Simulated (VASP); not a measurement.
The system is Sb.

```xyz
1
Lattice="0.0000 2.4177 2.4177 2.4177 0.0000 2.4177 2.4177 2.4177 0.0000" Properties=species:S:1:pos:R:3 pbc="T T T"
Sb    0.0000    0.0000    0.0000
```

Base run:

```yaml
Program: VASP 6.6.1
Functional: r2SCAN
Potentials_or_basis: VASP PAW PBE potentials, release 64 (Sb)
Cutoff: 520 eV
k_mesh: 10 × 10 × 10
Occupations: fermi-dirac, width 0.05 eV
Spin: no spin polarisation
```

Its results: pressure -2.3 GPa.

Problem. The run is repeated on the same cell with these changes: functional from r2SCAN to PBE. What comes out?

Solution. Pressure -1.7 GPa.

Caveats: the PAW data sets were made with another functional, which shifts forces and pressure a little (some runs).
